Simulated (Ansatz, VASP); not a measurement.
# As: VASP beside Ansatz

```
As
1.0
    -1.34539    1.34539    2.58839
     1.34539   -1.34539    2.58839
     1.34539    1.34539   -2.58839
As
1
Direct
  0.00000 0.00000 0.00000
```

Alike in both runs: functional PBEsol; k mesh 8 × 8 × 8; occupations gaussian, width 0.1 eV; no spin polarisation.

Ansatz relaxed the structure, and its values are those at the end. VASP's run is a single point on that final structure, the one shown.

|  | VASP | Ansatz |
| --- | --- | --- |
| version | VASP 6.6.1 | Ansatz 0.2.0 |
| potentials or method | VASP PAW PBE potentials, release 64 (As), cutoff 520 eV | scalar-relativistic, plane waves, PAW |
| valence electrons in the cell | 5 | 15 |

```tsv
	VASP	Ansatz	Ansatz less VASP
gap on the k mesh at the Fermi level (eV)	none	none	-
pressure (GPa)	0.4	0.1	-0.27
```

VASP's potentials were made for PBE, not for PBEsol. A gap of «none» marks a metal or a gap that the smearing closes. VASP's potentials hold 5 valence electrons a cell and Ansatz's 15, so a difference there can come from the potentials and not from the codes.

The k mesh is coarse, so the values compare programs but aren't converged.
